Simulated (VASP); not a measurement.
A run of VASP 6.6.1:

Contents of INCAR:

```
ALGO     = Normal         # electronic algorithm
EDIFF    = 1E-6           # SCF threshold, eV
ENCUT    = 600            # plane-wave cutoff, eV
GGA_COMPAT= F            
ISIF     = 2              # what is computed and relaxed
ISMEAR   = 0              # smearing method
LASPH    = T              # aspherical terms in the spheres
LCHARG   = F              # write CHGCAR
LREAL    = F              # projectors in reciprocal space
LWAVE    = F              # write WAVECAR
NBANDS   = 17             # bands
NELM     = 120            # most SCF steps
PREC     = Accurate       # precision mode
SIGMA    = 0.05           # smearing width, eV
```

File KPOINTS:

```
k-points
0
Gamma
  6 6 6
```

Contents of POSCAR:

```
InF
1.0
    0.0000000000      2.4639691046      2.4639691046
    2.4639691046      0.0000000000      2.4639691046
    2.4639691046      2.4639691046      0.0000000000
In F
1 1
Direct
    0.0000000000      0.0000000000      0.0000000000
    0.2500000000      0.2500000000      0.2500000000
```

Potentials or basis: VASP PAW LDA potentials, release 64 (In_d, F).

The run is started by

```bash
$ cat potpaw_LDA.64/In_d/POTCAR potpaw_LDA.64/F/POTCAR > POTCAR
$ mpirun -np 1 vasp_std > vasp.out
```

Hardware: 1 thread of Intel Xeon 8259CL, on a shared host.

**Question.** How long does it take, and how much memory?

**Answer.** Wall time 18 s on 1 thread of Intel Xeon 8259CL, with other jobs on the host, peak memory 0.14 GiB. Counts: scf iterations 12, k points 16.
